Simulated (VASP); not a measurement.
Input of a VASP 6.6.1 run:

INCAR

```
SYSTEM = CsSn2
PREC = Accurate
ENCUT = 520
EDIFF = 1E-6
ISMEAR = 0
SIGMA = 0.1
LREAL = .False.
LASPH = .True.
NELM = 80
ALGO = Fast
ISIF = 2
LWAVE = .False.
LCHARG = .False.
GGA = PE
NBANDS = 26
```

Contents of KPOINTS:

```
regular mesh
0
Gamma
  12 12 8
  0 0 0
```

POSCAR

```
CsSn2
1.0
    5.0400690312      0.0000000000      0.0000000000
   -2.5200345156      4.3648278178      0.0000000000
    0.0000000000      0.0000000000      6.2234769769
Cs Sn
1 2
Direct
    0.0000000000      0.0000000000      0.0000000000
    0.3333333333      0.6666666667      0.5000000000
    0.6666666667      0.3333333333      0.5000000000
```

Potentials or basis: VASP PAW PBE potentials, release 64 (Cs_sv, Sn_d).

Launch:

```bash
$ cat potpaw_PBE.64/Cs_sv/POTCAR potpaw_PBE.64/Sn_d/POTCAR > POTCAR
$ mpirun -np 1 vasp_std > vasp.out
```

**Question.** Estimate the pressure.

**Answer.** 0.0 GPa.

**Question.** Predict the band gap on the k mesh.

**Answer.** Zero (an odd number of electrons rules out a gap without spin polarisation).

Caveat: spin-orbit coupling is left out, which moves the levels of the heavy elements.
